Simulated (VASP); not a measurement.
# Ag (Im-3m) in VASP: settings compared

The runs below take Ag through single point, with PBEsol+D3(BJ), PBEsol.

Everything below comes from runs of VASP 6.6.1. Logs are shortened: lines on timing, memory, paths and dates and some standing lists are left out, and cuts for length are marked.

### 1 The cell of the first run

The structure is cubic, space group Im-3m (No. 229). The conventional cell has a = 3.178 Å, b = 3.178 Å, c = 3.178 Å, α = 90.00°, β = 90.00°, γ = 90.00°. Ag (site symmetry m-3m) has 14 Ag at 2.75 to 3.18 Å within 3.6 Å.

### 2 Single point, PBEsol+D3(BJ)

Input file INCAR:

```
SYSTEM = Ag
  PREC = Accurate
  ENCUT = 520
  EDIFF = 1E-6
  ISMEAR = -1
  SIGMA = 0.05
  LREAL = .False.
  LASPH = .True.
  NELM = 100
  ALGO = Normal
  ISIF = 2
  LWAVE = .False.
  LCHARG = .False.
  GGA = PS
  IVDW = 12
  NBANDS = 12
```

Input file KPOINTS:

```
regular mesh
0
Gamma
  11 11 11
  0 0 0
```

Input file POSCAR:

```
Ag
1.0
   -1.5887941371      1.5887941371      1.5887941371
    1.5887941371     -1.5887941371      1.5887941371
    1.5887941371      1.5887941371     -1.5887941371
Ag
1
Direct
    0.0000000000      0.0000000000      0.0000000000
```

Potentials or basis: VASP PAW PBE potentials, release 64 (Ag).

Run with:

```
> cat potpaw_PBE.64/Ag/POTCAR > POTCAR
> mpirun -np 1 vasp_std > vasp.out
```

OUTCAR:

```text
SYSTEM = Ag
   PREC = Accurate
   ENCUT = 520
   EDIFF = 1E-6
   ISMEAR = -1
   LREAL = .False.
   LASPH = .True.
   NELM = 100
   ISIF = 2
   GGA = PS
   IVDW = 12
 IVDW          = 12

 ion  position               nearest neighbor table
   1  0.000  0.000  0.000-

  LATTYP: Found a body centered cubic cell.
 ALAT       =     3.1775882742

  Lattice vectors:

 A1 = (  -1.5887941371,   1.5887941371,   1.5887941371)
 A2 = (   1.5887941371,  -1.5887941371,   1.5887941371)
 A3 = (   1.5887941371,   1.5887941371,  -1.5887941371)

Analysis of symmetry for initial positions (statically):
=====================================================================
 Subroutine PRICEL returns:
 Original cell was already a primitive cell.

 Routine SETGRP: Setting up the symmetry group for a
 body centered cubic supercell.

 Subroutine GETGRP returns: Found 48 space group operations
[... 9 lines left out ...]

 Routine SETGRP: Setting up the symmetry group for a
 body centered cubic supercell.

 Subroutine GETGRP returns: Found 48 space group operations
[... 11 lines left out ...]
                                     Primitive cell

  volume of cell :      16.0422

  direct lattice vectors                    reciprocal lattice vectors
    -1.588794137  1.588794137  1.588794137     0.000000000  0.314704082  0.314704082
     1.588794137 -1.588794137  1.588794137     0.314704082  0.000000000  0.314704082
     1.588794137  1.588794137 -1.588794137     0.314704082  0.314704082  0.000000000

  length of vectors
     2.751872168  2.751872168  2.751872168     0.445058781  0.445058781  0.445058781

  position of ions in fractional coordinates (direct lattice)
     0.000000000  0.000000000  0.000000000

  ion indices of the primitive-cell ions
   primitive index   ion index
                 1           1

----------------------------------------------------------------------------------------

 KPOINTS: regular mesh

Automatic generation of k-mesh.
 Grid dimensions read from file:
 generate k-points for:   11   11   11

 Generating k-lattice:

  Cartesian coordinates                     Fractional coordinates (reciprocal lattice)
     0.000000000  0.028609462  0.028609462     0.090909091  0.000000000  0.000000000
     0.028609462  0.000000000  0.028609462     0.000000000  0.090909091  0.000000000
     0.028609462  0.028609462  0.000000000     0.000000000  0.000000000  0.090909091

  Length of vectors
     0.040459889  0.040459889  0.040459889

  Shift w.r.t. Gamma in fractional coordinates (k-lattice)
     0.000000000  0.000000000  0.000000000

 Subroutine IBZKPT returns following result:
 ===========================================

 Found     56 irreducible k-points:

 Following reciprocal coordinates:
            Coordinates               Weight
  0.000000  0.000000  0.000000      1.000000
  0.090909  0.000000  0.000000     12.000000
  0.181818  0.000000  0.000000     12.000000
  0.272727  0.000000  0.000000     12.000000
  0.363636  0.000000  0.000000     12.000000
  0.454545  0.000000  0.000000     12.000000
[... 16 lines left out ...]
  0.272727  0.181818  0.090909     48.000000
  0.363636  0.181818  0.090909     24.000000
 [... further k-points ...]
   k-points           NKPTS =     56   k-points in BZ     NKDIM =     56   number of bands    NBANDS=     12
   number of dos      NEDOS =    301   number of ions     NIONS =      1
   total plane-waves  NPLWV =   8000
   dimension x,y,z NGX =    20 NGY =   20 NGZ =   20
   dimension x,y,z NGXF=    40 NGYF=   40 NGZF=   40
   ions per type =               1
   NGX,Y,Z   is equivalent  to a cutoff of  12.08, 12.08, 12.08 a.u.
   NGXF,Y,Z  is equivalent  to a cutoff of  24.16, 24.16, 24.16 a.u.
 SYSTEM =  Ag
   PREC   = accura    normal or accurate (medium, high low for compatibility)
   ISTART =      0    job   : 0-new  1-cont  2-samecut
   ICHARG =      2    charge: 1-file 2-atom 10-const
   ISPIN  =      1    spin polarized calculation?
   LNONCOLLINEAR =      F non collinear calculations
   LSORBIT =      F    spin-orbit coupling
   LASPH  =      T    aspherical Exc in radial PAW
   ENCUT  =  520.0 eV  38.22 Ry    6.18 a.u.   5.12  5.12  5.12*2*pi/ulx,y,z
   NELM   =    100;   NELMIN=  2; NELMDL= -5     # of ELM steps
   EDIFF  = 0.1E-05   stopping-criterion for ELM
   LREAL  =      F    real-space projection
   EDIFFG = 0.1E-04   stopping-criterion for IOM
   NSW    =      0    number of steps for IOM
   IBRION =     -1    ionic relax: 0-MD 1-quasi-New 2-CG
   NFREE  =      0    steps in history (QN), initial steepest desc. (CG)
   ISIF   =      2    stress and relaxation
   ISYM   =      2    0-nonsym 1-usesym 2-fastsym
   POTIM  = 0.5000    time-step for ionic-motion
   TEBEG  =    0.0;   TEEND  =   0.0 temperature during run
   PSTRESS=    0.0 pullay stress
   NELECT =      11.0000    total number of electrons
   NUPDOWN=      -1.0000    fix difference up-down
   EMIN   =  10.00;   EMAX   =-10.00  energy-range for DOS
   EFERMI =   0.00;   METHOD = LEGACY
   ISMEAR =    -1;   SIGMA  =   0.05  broadening in eV -4-tet -1-fermi 0-gaus
   EFERMI_NEDOS =   21; number of points for ismear=-14 and -15
   IALGO  =     38    algorithm
   IMIX   =      4    mixing-type and parameters
     AMIX     =   0.40;   BMIX     =  1.00
     AMIX_MAG =   1.60;   BMIX_MAG =  1.00
  volume/ion in A,a.u.               =      16.04       108.26
  Fermi-wavevector in a.u.,A,eV,Ry     =   1.443615  2.728037 28.354878  2.084025
  Thomas-Fermi vector in A             =   2.562003
   LORBIT       =      0    0 simple, 1 ext, 2 COOP (PROOUT), +10 PAW based schemes
   GGA     = PS    functional components
   LHFCALC =     F    Hartree Fock is set to
   AEXX    =    0.0000 exact exchange contribution
   IVDW    =    12    specifies the selected vdW correction
   LEPSILON=     F    determine dielectric tensor
   LRPA    =     F    only Hartree local field effects (RPA)
 non-spin polarized calculation
  energy-cutoff  :      520.00
  volume of cell :       16.04
 maximum number of plane-waves:       444
   NGX = 11   NGY = 11   NGZ = 11

 number of electron      11.0000001 magnetization

 Free energy of the ion-electron system (eV)
  ---------------------------------------------------
  ext. energy  EPLUGINS =         0.00000000
  ---------------------------------------------------
  free energy    TOTEN  =        -3.26882559 eV

  energy without entropy =       -3.26407607  energy(sigma->0) =       -3.26645083

 E-fermi :   9.0874     XC(G=0): -12.7788

 val. band max:        9.0794176262   @ k =  -0.2727   0.4545   0.0909
 cond. band min:       9.1269500806   @ k =  -0.4545   0.4545   0.0909
 fundamental gap:      0.0475324545
 Fermi energy:         9.0874240949

 k-point     1 :       0.0000    0.0000    0.0000
  band No.  band energies     occupation
      1       0.8231      2.00000
      2       3.9834      2.00000
      3       3.9834      2.00000
      4       3.9834      2.00000
      5       5.4749      2.00000
      6       5.4749      2.00000
      7      27.2611      0.00000
      8      27.2611      0.00000
      9      27.2611      0.00000
     10      34.2242      0.00000
     11      34.2242      0.00000
     12      34.5980      0.00000

 k-point     2 :       0.0909    0.0000    0.0000
  band No.  band energies     occupation
      1       1.1073      2.00000
      2       3.9079      2.00000
      3       3.9936      2.00000
      4       4.1562      2.00000
      5       5.3948      2.00000
      6       5.4806      2.00000
      7      26.6502      0.00000
      8      27.1722      0.00000
      9      27.4997      0.00000
     10      31.9860      0.00000
     11      32.1970      0.00000
     12      32.9760      0.00000

 k-point     3 :       0.1818    0.0000    0.0000
  band No.  band energies     occupation
      1       1.8509      2.00000
      2       3.7105      2.00000
      3       4.0676      2.00000
      4       4.6433      2.00000
      5       5.2641      2.00000
      6       5.5008      2.00000
      7      24.2698      0.00000
      8      26.2900      0.00000
      9      28.1226      0.00000
     10      30.2437      0.00000
     11      30.7531      0.00000
     12      31.4874      0.00000

 k-point     4 :       0.2727    0.0000    0.0000
  band No.  band energies     occupation
      1       2.4669      2.00000
      2       3.4627      2.00000
      3       4.7008      2.00000
      4       5.2515      2.00000
      5       5.3435      2.00000
      6       5.5378      2.00000
      7      20.7026      0.00000
      8      24.7417      0.00000
      9      27.5925      0.00000
     10      28.8904      0.00000
     11      30.5968      0.00000
     12      32.9118      0.00000

 k-point     5 :       0.3636    0.0000    0.0000
  band No.  band energies     occupation
      1       2.4558      2.00000
      2       3.2447      2.00000
      3       5.3258      2.00000
      4       5.5832      2.00000
      5       6.0682      2.00000
      6       6.4150      2.00000
      7      17.0817      0.00000
      8      23.4347      0.00000
      9      25.4793      0.00000
     10      29.5351      0.00000
     11      30.8990      0.00000
     12      35.0564      0.00000

 k-point     6 :       0.4545    0.0000    0.0000
  band No.  band energies     occupation
      1       2.3224      2.00000
      2       3.1191      2.00000
      3       5.4029      2.00000
      4       5.6156      2.00000
      5       6.5478      2.00000
      6       8.3959      2.00000
      7      14.1850      0.00000
      8      22.7241      0.00000
      9      24.2840      0.00000
     10      29.8860      0.00000
     11      31.2428      0.00000
     12      34.2920      0.00000

 k-point     7 :       0.0909    0.0909    0.0000
  band No.  band energies     occupation
      1       1.6342      2.00000
      2       3.8329      2.00000
      3       3.9081      2.00000
      4       4.5403      2.00000
      5       5.2687      2.00000
      6       5.5148      2.00000
      7      25.5240      0.00000
      8      26.2040      0.00000
      9      27.8983      0.00000
     10      29.6696      0.00000
     11      31.2897      0.00000
     12      32.8481      0.00000

 k-point     8 :       0.1818    0.0909    0.0000
  band No.  band energies     occupation
      1       2.4155      2.00000
      2       3.6251      2.00000
      3       3.9925      2.00000
      4       5.1749      2.00000
      5       5.2608      2.00000
      6       5.6026      2.00000
      7      22.6657      0.00000
      8      24.5556      0.00000
      9      27.2883      0.00000
     10      28.6418      0.00000
     11      31.9074      0.00000
     12      32.6989      0.00000
[... 166 lines left out ...]
 k-point    20 :       0.3636    0.0909    0.0909
  band No.  band energies     occupation
      1       2.6748      2.00000
      2       3.1327      2.00000
      3       5.3913      2.00000
      4       5.4714      2.00000
      5       5.6245      2.00000
      6      10.0061      0.00000
      7      14.3578      0.00000
      8      21.3117      0.00000
      9      21.4795      0.00000
     10      31.0966      0.00000
     11      34.2405      0.00000
     12      34.9176      0.00000

 k-point    21 :      -0.0909    0.0909    0.0909
  band No.  band energies     occupation
      1       1.3853      2.00000
      2       4.0130      2.00000
      3       4.0130      2.00000
      4       4.1537      2.00000
      5       5.2053      2.00000
      6       5.5826      2.00000
      7      26.1418      0.00000
      8      27.5258      0.00000
      9      27.5258      0.00000
     10      29.4240      0.00000
     11      32.3301      0.00000
     12      32.3301      0.00000

 k-point    22 :       0.1818    0.1818    0.0909
  band No.  band energies     occupation
      1       3.1312      2.00000
      2       3.4223      2.00000
      3       3.9555      2.00000
      4       5.4178      2.00000
      5       5.5832      2.00000
      6       8.1108      2.00000
      7      19.3502      0.00000
      8      19.8753      0.00000
      9      22.0161      0.00000
     10      30.9886      0.00000
     11      35.4640      0.00000
     12      36.2644      0.00000

 k-point    23 :       0.2727    0.1818    0.0909
  band No.  band energies     occupation
      1       3.0096      2.00000
      2       3.3259      2.00000
      3       4.4811      2.00000
      4       5.4887      2.00000
      5       5.6486      2.00000
      6      10.1771      0.00000
      7      16.1571      0.00000
      8      18.7272      0.00000
      9      21.2311      0.00000
     10      31.9105      0.00000
     11      35.0155      0.00000
     12      36.7018      0.00000

 k-point    24 :       0.3636    0.1818    0.0909
  band No.  band energies     occupation
      1       2.9519      2.00000
      2       3.2811      2.00000
      3       4.7115      2.00000
      4       5.5330      2.00000
      5       5.6680      2.00000
      6      11.9782      0.00000
      7      13.9155      0.00000
      8      18.3630      0.00000
      9      20.9587      0.00000
     10      32.2450      0.00000
     11      34.7515      0.00000
     12      36.7659      0.00000

 [... further k-points ...]

------------------------ aborting loop because EDIFF is reached ----------------------------------------

 Edisp (eV)   -0.58079

 E8    (eV) :    -0.3855

  FORCE on cell =-STRESS in cart. coord.  units (eV):
  Direction    XX          YY          ZZ          XY          YZ          ZX
  --------------------------------------------------------------------------------------
  -------------------------------------------------------------------------------------
  Total      -0.02681    -0.02681    -0.02681    -0.00000     0.00000     0.00000
  in kB      -2.67714    -2.67714    -2.67714    -0.00000     0.00000     0.00000
  external pressure =       -2.68 kB  Pullay stress =        0.00 kB

 VOLUME and BASIS-vectors are now :
 -----------------------------------------------------------------------------
  energy-cutoff  :      520.00
  volume of cell :       16.04
      direct lattice vectors                 reciprocal lattice vectors
    -1.588794137  1.588794137  1.588794137     0.000000000  0.314704082  0.314704082
     1.588794137 -1.588794137  1.588794137     0.314704082  0.000000000  0.314704082
     1.588794137  1.588794137 -1.588794137     0.314704082  0.314704082  0.000000000

 POSITION                                       TOTAL-FORCE (eV/Angst)
 -----------------------------------------------------------------------------------
      0.00000      0.00000      0.00000        -0.000000     -0.000000      0.000000
 -----------------------------------------------------------------------------------
    total drift:                                0.000000     -0.000000      0.000000

  FREE ENERGIE OF THE ION-ELECTRON SYSTEM (eV)
  ---------------------------------------------------
  free  energy   TOTEN  =        -3.8496145261 eV

  energy  without entropy=       -3.8448650072  energy(sigma->0) =       -3.84723977
```

Run time: 4.9 s. Hardware: 1 thread of Intel Xeon 6975P-C, shared host; peak memory 0.14 GiB.

What came out:

```yaml
Free_energy: -3.8496 eV
Pressure: -0.3 GPa
Dispersion_energy_per_atom: -0.581 eV
```

Caveat: the PAW data sets were made with another functional, which shifts forces and pressure a little; pairwise dispersion overbinds metals, which lowers pressure and volume.

### 3 Single point, PBEsol

This run uses another cell than the first one, of 16.79 Å³/atom, 1.046 times its volume.

Input file INCAR:

```
SYSTEM = Ag
PREC = Accurate ; ENCUT = 520
EDIFF = 1E-6 ; ISMEAR = -1
SIGMA = 0.05 ; LREAL = .FALSE.
LASPH = .TRUE. ; NELM = 100
ALGO = Normal ; ISIF = 2
LWAVE = .FALSE. ; LCHARG = .FALSE.
GGA = PS ; NBANDS = 12
```

Input file KPOINTS:

```
regular mesh
0
G
  11 11 11
  0 0 0
```

Input file POSCAR:

```
Ag
1.0
   -1.6129728300      1.6129728300      1.6129728300
    1.6129728300     -1.6129728300      1.6129728300
    1.6129728300      1.6129728300     -1.6129728300
Ag
1
Direct
    0.0000000000      0.0000000000      0.0000000000
```

Potentials or basis: VASP PAW PBE potentials, release 64 (Ag).

Run with:

```
> cat potpaw_PBE.64/Ag/POTCAR > POTCAR
> mpirun -np 1 vasp_std > vasp.out
```

It took 5.8 s on 1 thread of Intel Xeon 6975P-C, shared host; peak memory 0.14 GiB.

Results (log left out):

| Quantity | Value |
| --- | --- |
| Free energy | -3.2814 eV |
| Pressure | -0.2 GPa |

Levels at points of the mesh, in eV from the Fermi level:
| k point | band 4 | band 5 | band 6 | band 7 | band 8 | band 9 |
| --- | --- | --- | --- | --- | --- | --- |
| (0.00, 0.00, 0.00) | -4.92 | -3.53 | -3.53 | 18.03 | 18.03 | 18.03 |

Caveat: the PAW data sets were made with another functional, which shifts forces and pressure a little.
